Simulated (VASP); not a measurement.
# Ge4N (P4mm) in VASP: notebook

Runs on Ge4N. Level: PBE. Tasks: single point, relaxation of cell and atoms.

Program: VASP 6.6.1. These are calculated values, not measurements. Logs are shortened: lines on timing, memory, paths and dates and some standing lists are left out, and cuts for length are marked.

### 1 The cell of the first run

Symmetry: P4mm, No. 99, tetragonal system. Conventional cell: a = 4.347 Å, b = 4.347 Å, c = 4.708 Å, α = 90.00°, β = 90.00°, γ = 90.00°. Ge (site symmetry 2mm) has 1 Ge at 1.81 Å within 2.4 Å. Within 2.4 Å of Ge (site symmetry 2mm) lie 1 Ge at 1.81 Å and 2 N at 2.33 Å. N (site symmetry 4mm) has 8 Ge at 2.33 to 3.01 Å within 3.1 Å.

### 2 Single point, PBE

INCAR

```
SYSTEM = Ge4N
  ALGO = Normal
  EDIFF = 1E-7
  ENCUT = 520
  GGA = PE
  ISIF = 2
  ISMEAR = 0
  LASPH = .TRUE.
  LCHARG = .TRUE.
  LELF = .TRUE.
  LREAL = .FALSE.
  LVHAR = .TRUE.
  LWAVE = .FALSE.
  NBANDS = 38
  NELM = 60
  PREC = Accurate
  SIGMA = 0.1
```

KPOINTS

```
k-points
0
G
  4 4 4
  0 0 0
```

POSCAR

```
Ge4N
1.0
    4.3466120900      0.0000000000      0.0000000000
    0.0000000000      4.3466120900      0.0000000000
    0.0000000000      0.0000000000      4.7081998400
Ge N
4 1
Direct
    0.5000000000      0.0000000000      0.6420449200
    0.0000000000      0.5000000000      0.6420449200
    0.5000000000      0.0000000000      0.2585513200
    0.0000000000      0.5000000000      0.2585513200
    0.5000000000      0.5000000000      0.0830976900
```

Potentials or basis: VASP PAW PBE potentials, release 64 (Ge_d, N).

Command:

```bash
$ cat potpaw_PBE.64/Ge_d/POTCAR potpaw_PBE.64/N/POTCAR > POTCAR
$ mpirun -np 1 vasp_std > vasp.out
```

OUTCAR:

```text
SYSTEM = Ge4N
   EDIFF = 1E-7
   ENCUT = 520
   GGA = PE
   ISIF = 2
   ISMEAR = 0
   LASPH = .TRUE.
   LREAL = .FALSE.
   NELM = 60
   PREC = Accurate

 ion  position               nearest neighbor table
   1  0.500  0.000  0.642-   3 1.81   3 2.90
   2  0.000  0.500  0.642-   4 1.81   4 2.90
   3  0.500  0.000  0.259-   1 1.81   5 2.33   5 2.33   1 2.90
   4  0.000  0.500  0.259-   2 1.81   5 2.33   5 2.33   2 2.90
   5  0.500  0.500  0.083-   3 2.33   4 2.33   3 2.33   4 2.33

  LATTYP: Found a simple tetragonal cell.
 ALAT       =     4.3466120900
 C/A-ratio  =     1.0831884103

  Lattice vectors:

 A1 = (   4.3466120900,   0.0000000000,   0.0000000000)
 A2 = (   0.0000000000,   4.3466120900,   0.0000000000)
 A3 = (   0.0000000000,   0.0000000000,   4.7081998400)

Analysis of symmetry for initial positions (statically):
=====================================================================
 Subroutine PRICEL returns:
 Original cell was already a primitive cell.

 Routine SETGRP: Setting up the symmetry group for a
 simple tetragonal supercell.

 Subroutine GETGRP returns: Found  8 space group operations
 (whereof  8 operations were pure point group operations)
 out of a pool of 16 trial point group operations.

The static configuration has the point symmetry C_4v.

Analysis of symmetry for dynamics (positions and initial velocities):
=====================================================================
 Subroutine PRICEL returns:
 Original cell was already a primitive cell.

 Routine SETGRP: Setting up the symmetry group for a
 simple tetragonal supercell.

 Subroutine GETGRP returns: Found  8 space group operations
 (whereof  8 operations were pure point group operations)
 out of a pool of 16 trial point group operations.

The dynamic configuration has the point symmetry C_4v.

 Subroutine INISYM returns: Found  8 space group operations
 (whereof  8 operations are pure point group operations),
 and found     1 'primitive' translations

----------------------------------------------------------------------------------------

                                     Primitive cell

  volume of cell :      88.9522

  direct lattice vectors                    reciprocal lattice vectors
     4.346612090  0.000000000  0.000000000     0.230064238  0.000000000  0.000000000
     0.000000000  4.346612090  0.000000000     0.000000000  0.230064238  0.000000000
     0.000000000  0.000000000  4.708199840     0.000000000  0.000000000  0.212395402

  length of vectors
     4.346612090  4.346612090  4.708199840     0.230064238  0.230064238  0.212395402

  position of ions in fractional coordinates (direct lattice)
     0.500000000  0.000000000  0.642044920
     0.000000000  0.500000000  0.642044920
     0.500000000  0.000000000  0.258551320
     0.000000000  0.500000000  0.258551320
     0.500000000  0.500000000  0.083097690

  ion indices of the primitive-cell ions
   primitive index   ion index
                 1           1
                 2           2
                 3           3
                 4           4
                 5           5

----------------------------------------------------------------------------------------

 KPOINTS: k-points

Automatic generation of k-mesh.
 Grid dimensions read from file:
 generate k-points for:    4    4    4

 Generating k-lattice:

  Cartesian coordinates                     Fractional coordinates (reciprocal lattice)
     0.057516060  0.000000000  0.000000000     0.250000000  0.000000000  0.000000000
     0.000000000  0.057516060  0.000000000     0.000000000  0.250000000  0.000000000
     0.000000000  0.000000000  0.053098851     0.000000000  0.000000000  0.250000000

  Length of vectors
     0.057516060  0.057516060  0.053098851

  Shift w.r.t. Gamma in fractional coordinates (k-lattice)
     0.000000000  0.000000000  0.000000000

 Subroutine IBZKPT returns following result:
 ===========================================

 Found     18 irreducible k-points:

 Following reciprocal coordinates:
            Coordinates               Weight
  0.000000  0.000000  0.000000      1.000000
  0.250000  0.000000  0.000000      4.000000
  0.500000  0.000000  0.000000      2.000000
  0.250000  0.250000  0.000000      4.000000
  0.500000  0.250000  0.000000      4.000000
  0.500000  0.500000  0.000000      1.000000
[... 10 lines left out ...]
  0.500000  0.250000  0.500000      4.000000
  0.500000  0.500000  0.500000      1.000000
   k-points           NKPTS =     18   k-points in BZ     NKDIM =     18   number of bands    NBANDS=     38
   number of dos      NEDOS =    301   number of ions     NIONS =      5
   total plane-waves  NPLWV =  36864
   dimension x,y,z NGX =    32 NGY =   32 NGZ =   36
   dimension x,y,z NGXF=    64 NGYF=   64 NGZF=   72
   ions per type =               4   1
   NGX,Y,Z   is equivalent  to a cutoff of  12.24, 12.24, 12.71 a.u.
   NGXF,Y,Z  is equivalent  to a cutoff of  24.48, 24.48, 25.42 a.u.
 SYSTEM =  Ge4N
   PREC   = accura    normal or accurate (medium, high low for compatibility)
   ISTART =      0    job   : 0-new  1-cont  2-samecut
   ICHARG =      2    charge: 1-file 2-atom 10-const
   ISPIN  =      1    spin polarized calculation?
   LNONCOLLINEAR =      F non collinear calculations
   LSORBIT =      F    spin-orbit coupling
   LASPH  =      T    aspherical Exc in radial PAW
   ENCUT  =  520.0 eV  38.22 Ry    6.18 a.u.   8.08  8.08  8.75*2*pi/ulx,y,z
   NELM   =     60;   NELMIN=  2; NELMDL= -5     # of ELM steps
   EDIFF  = 0.1E-06   stopping-criterion for ELM
   LREAL  =      F    real-space projection
   EDIFFG = 0.1E-05   stopping-criterion for IOM
   NSW    =      0    number of steps for IOM
   IBRION =     -1    ionic relax: 0-MD 1-quasi-New 2-CG
   NFREE  =      0    steps in history (QN), initial steepest desc. (CG)
   ISIF   =      2    stress and relaxation
   ISYM   =      2    0-nonsym 1-usesym 2-fastsym
   POTIM  = 0.5000    time-step for ionic-motion
   TEBEG  =    0.0;   TEEND  =   0.0 temperature during run
   PSTRESS=    0.0 pullay stress
   NELECT =      61.0000    total number of electrons
   NUPDOWN=      -1.0000    fix difference up-down
   EMIN   =  10.00;   EMAX   =-10.00  energy-range for DOS
   EFERMI =   0.00;   METHOD = LEGACY
   ISMEAR =     0;   SIGMA  =   0.10  broadening in eV -4-tet -1-fermi 0-gaus
   EFERMI_NEDOS =   21; number of points for ismear=-14 and -15
   IALGO  =     38    algorithm
   IMIX   =      4    mixing-type and parameters
     AMIX     =   0.40;   BMIX     =  1.00
     AMIX_MAG =   1.60;   BMIX_MAG =  1.00
  volume/ion in A,a.u.               =      17.79       120.06
  Fermi-wavevector in a.u.,A,eV,Ry     =   1.443663  2.728128 28.356766  2.084163
  Thomas-Fermi vector in A             =   2.562046
   LORBIT       =      0    0 simple, 1 ext, 2 COOP (PROOUT), +10 PAW based schemes
   GGA     = PE    functional components
   LHFCALC =     F    Hartree Fock is set to
   AEXX    =    0.0000 exact exchange contribution
   IVDW    =     0    specifies the selected vdW correction
   LEPSILON=     F    determine dielectric tensor
   LRPA    =     F    only Hartree local field effects (RPA)
 non-spin polarized calculation
 Gauss-broadening in eV      SIGMA  =   0.10
  energy-cutoff  :      520.00
  volume of cell :       88.95
 maximum number of plane-waves:      2416
   NGX = 17   NGY = 17   NGZ = 17

 number of electron      60.9999940 magnetization

 Free energy of the ion-electron system (eV)
  ---------------------------------------------------
  ext. energy  EPLUGINS =         0.00000000
  ---------------------------------------------------
  free energy    TOTEN  =       -13.26376016 eV

  energy without entropy =      -13.24610357  energy(sigma->0) =      -13.25493187

 E-fermi :   5.6764     XC(G=0): -10.7473

 val. band max:        5.6450671355   @ k =   0.5000   0.0000   0.2500
 cond. band min:       5.7125928243   @ k =   0.0000   0.0000   0.2500
 fundamental gap:      0.0675256888
 Fermi energy:         5.6763880955

 k-point     1 :       0.0000    0.0000    0.0000
  band No.  band energies     occupation
      1     -20.8545      2.00000
      2     -20.8403      2.00000
      3     -20.1750      2.00000
      4     -20.1750      2.00000
      5     -20.1377      2.00000
      6     -20.1377      2.00000
[... 30 lines left out ...]
     37       9.4435      0.00000
     38      12.2759      0.00000

 k-point     2 :       0.2500    0.0000    0.0000
  band No.  band energies     occupation
      1     -20.8523      2.00000
      2     -20.8423      2.00000
      3     -20.1712      2.00000
      4     -20.1707      2.00000
      5     -20.1428      2.00000
      6     -20.1422      2.00000
[... 30 lines left out ...]
     37      11.1410      0.00000
     38      12.1093      0.00000

 k-point     3 :       0.5000    0.0000    0.0000
  band No.  band energies     occupation
      1     -20.8472      2.00000
      2     -20.8471      2.00000
      3     -20.1650      2.00000
      4     -20.1641      2.00000
      5     -20.1504      2.00000
      6     -20.1489      2.00000
[... 30 lines left out ...]
     37      11.0031      0.00000
     38      11.7748      0.00000

 k-point     4 :       0.2500    0.2500    0.0000
  band No.  band energies     occupation
      1     -20.8507      2.00000
      2     -20.8437      2.00000
      3     -20.1788      2.00000
      4     -20.1578      2.00000
      5     -20.1569      2.00000
      6     -20.1345      2.00000
[... 30 lines left out ...]
     37      11.5631      0.00000
     38      11.8016      0.00000
[... 457 lines left out ...]
      4     -20.1422      2.00000
      5     -20.1395      2.00000
      6     -20.1194      2.00000
[... 30 lines left out ...]
     37      10.7774      0.00000
     38      12.2092      0.00000

 k-point    17 :       0.5000    0.2500    0.5000
  band No.  band energies     occupation
      1     -20.7959      2.00000
      2     -20.7958      2.00000
      3     -20.1624      2.00000
      4     -20.1472      2.00000
      5     -20.1351      2.00000
      6     -20.1187      2.00000
[... 30 lines left out ...]
     37      11.1360      0.00000
     38      12.4279      0.00000

 k-point    18 :       0.5000    0.5000    0.5000
  band No.  band energies     occupation
      1     -20.7958      2.00000
      2     -20.7958      2.00000
      3     -20.1681      2.00000
      4     -20.1531      2.00000
      5     -20.1296      2.00000
      6     -20.1129      2.00000
[... 30 lines left out ...]
     37      13.2155      0.00000
     38      13.4909      0.00000

------------------------ aborting loop because EDIFF is reached ----------------------------------------

  FORCE on cell =-STRESS in cart. coord.  units (eV):
  Direction    XX          YY          ZZ          XY          YZ          ZX
  --------------------------------------------------------------------------------------
  -------------------------------------------------------------------------------------
  Total       -3.8517545     -3.8517545     70.4773118      0.0000000      0.0000000      0.0000000
  in kB      -69.3765214    -69.3765214   1269.4139231      0.0000000      0.0000000      0.0000000
  external PRESSURE =     376.8869601 kB  Pullay stress =       0.0000000 kB

 VOLUME and BASIS-vectors are now :
 -----------------------------------------------------------------------------
  energy-cutoff  :      520.00
  volume of cell :       88.95
      direct lattice vectors                 reciprocal lattice vectors
     4.346612090  0.000000000  0.000000000     0.230064238  0.000000000  0.000000000
     0.000000000  4.346612090  0.000000000     0.000000000  0.230064238  0.000000000
     0.000000000  0.000000000  4.708199840     0.000000000  0.000000000  0.212395402

 POSITION                                       TOTAL-FORCE (eV/Angst)
 -----------------------------------------------------------------------------------
      2.17331      0.00000      3.02288         0.000000     -0.000000     20.476979
      0.00000      2.17331      3.02288         0.000000      0.000000     20.476979
      2.17331      0.00000      1.21731         0.000000     -0.000000    -21.044169
      0.00000      2.17331      1.21731         0.000000     -0.000000    -21.044169
      2.17331      2.17331      0.39124         0.000000      0.000000      1.134381
 -----------------------------------------------------------------------------------
    total drift:                                0.000000      0.000000     -0.001273

  FREE ENERGIE OF THE ION-ELECTRON SYSTEM (eV)
  ---------------------------------------------------
  free  energy   TOTEN  =       -13.2637601608 eV

  energy  without entropy=      -13.2461035735  energy(sigma->0) =      -13.25493187
```

It took 51 s on 1 thread of AMD EPYC 7R43 (Zen 3), shared host; peak memory 0.17 GiB.

Results:

```
Free energy   : -13.2638 eV
Pressure      : 37.7 GPa
Largest force : 21.044 eV/Å
```

Forces on the atoms (eV/Å):
```
Ge    0.000   0.000  20.477
Ge    0.000   0.000  20.477
Ge    0.000   0.000 -21.044
Ge    0.000   0.000 -21.044
N     0.000   0.000   1.134
```

Caveat: the k points lie up to 0.36 Å⁻¹ apart; forces of over 1 eV/Å act on the atoms, so gaps and moduli don't describe the material at rest.

### 3 Relaxation of cell and atoms, PBE

INCAR

```
SYSTEM = Ge4N
PREC = Accurate
ENCUT = 600
EDIFF = 1E-6
ISMEAR = 0
SIGMA = 0.1
LREAL = .False.
LASPH = .True.
NELM = 60
ALGO = Normal
ISIF = 3
LWAVE = .False.
LCHARG = .False.
GGA = PE
IBRION = 2
NSW = 90
EDIFFG = -0.04
```

KPOINTS

```
Automatic mesh
0
Gamma
  4 4 4
  0 0 0
```

POSCAR is that of step 2.

Potentials or basis: VASP PAW PBE potentials, release 64 (Ge_d, N).

Command:

```bash
$ cat potpaw_PBE.64/Ge_d/POTCAR potpaw_PBE.64/N/POTCAR > POTCAR
$ mpirun -np 1 vasp_std > vasp.out
```

Wall time 15 min (1 thread of AMD EPYC 7R43 (Zen 3), shared host); peak memory 0.21 GiB.

The run converged. Its results:

* Free energy: -22.9100 eV
* Relaxed volume: 18.34 Å³/atom
* Relaxed cell: a = 4.016 Å, b = 4.016 Å, c = 5.685 Å, α = 90.00°, β = 90.00°, γ = 90.00°
* Space group after relaxing (to 0.05 Å): P4mm (No. 99)
* Energy gained by relaxing: 1928.9 meV/atom
* Ionic steps: 23
* Pressure after relaxing: -0.1 GPa
* Largest force after relaxing: 0.035 eV/Å

Forces in eV/Å, atoms in the order of the input:
```
Ge   0.000  0.000 -0.007
Ge   0.000  0.000 -0.007
Ge   0.000  0.000  0.025
Ge   0.000  0.000  0.025
N    0.000  0.000 -0.035
```

Stress tensor (GPa, compression positive):
```
-0.16  0.00  0.00
 0.00 -0.16  0.00
 0.00  0.00  0.09
```

The path:
```csv
step,energy change (eV),largest force (eV/Å),pressure (GPa),volume (Å³)
1,0.0000,21.0466,37.66,88.95
2,22.0219,55.6111,62.14,138.49
3,-6.0971,6.8549,9.45,107.86
4,-6.3791,6.3289,8.25,106.66
5,-7.8043,4.0817,3.24,97.93
6,-8.3280,3.2730,2.41,93.47
7,-8.4375,2.5436,3.38,91.22
8,-9.4149,0.6144,-4.12,95.89
9,-9.4380,0.6026,-4.42,96.32
10,-9.4687,0.5285,-4.75,97.15
11,-9.4754,0.4787,-4.79,97.53
12,-9.6085,0.2459,-0.17,90.94
13,-9.6089,0.2548,0.14,90.55
14,-9.6179,0.2175,0.34,90.39
15,-9.6311,0.1780,0.57,89.92
16,-9.6395,0.1037,0.20,90.70
17,-9.6436,0.0108,-0.20,91.61
18,-9.6437,0.0051,-0.27,91.76
19,-9.6440,0.0683,0.18,91.33
20,-9.6442,0.0441,0.04,91.49
21,-9.6442,0.0417,-0.18,91.50
22,-9.6442,0.0436,0.10,91.49
23,-9.6443,0.0352,-0.07,91.69
```

Final structure:
```
Ge N
1.0
     4.01587    0.00000    0.00000
     0.00000    4.01587    0.00000
     0.00000    0.00000    5.68525
Ge N
4 1
Direct
  0.50000 0.00000 0.67686
  0.00000 0.50000 0.67686
  0.50000 0.00000 0.20711
  0.00000 0.50000 0.20711
  0.50000 0.50000 0.11635
```

Levels at points of the mesh, in eV from the Fermi level:
```csv
k point,band 27,band 28,band 29,band 30,band 31,band 32,band 33,band 34,band 35,band 36
"(0.00, 0.00, 0.00)",-4.40,-2.04,-0.85,-0.85,-0.19,0.20,2.72,2.72,4.68,6.04
"(0.50, 0.00, 0.00)",-3.31,-3.21,0.05,0.14,0.14,1.61,1.81,2.24,2.61,4.17
"(0.50, 0.50, 0.00)",-3.52,-2.91,-2.67,-2.67,-2.25,2.22,2.22,3.35,4.92,7.33
"(0.00, 0.00, 0.50)",-4.02,-2.82,-1.15,-1.15,-0.54,2.25,2.65,2.65,4.15,5.71
"(0.50, 0.00, 0.50)",-2.37,-1.11,0.65,0.93,1.04,1.28,1.49,1.75,1.90,2.53
"(0.50, 0.50, 0.50)",-4.32,-3.53,-1.24,-0.44,-0.44,2.72,2.72,3.43,3.92,3.92
```

Caveat: the k points lie up to 0.39 Å⁻¹ apart in the final cell.
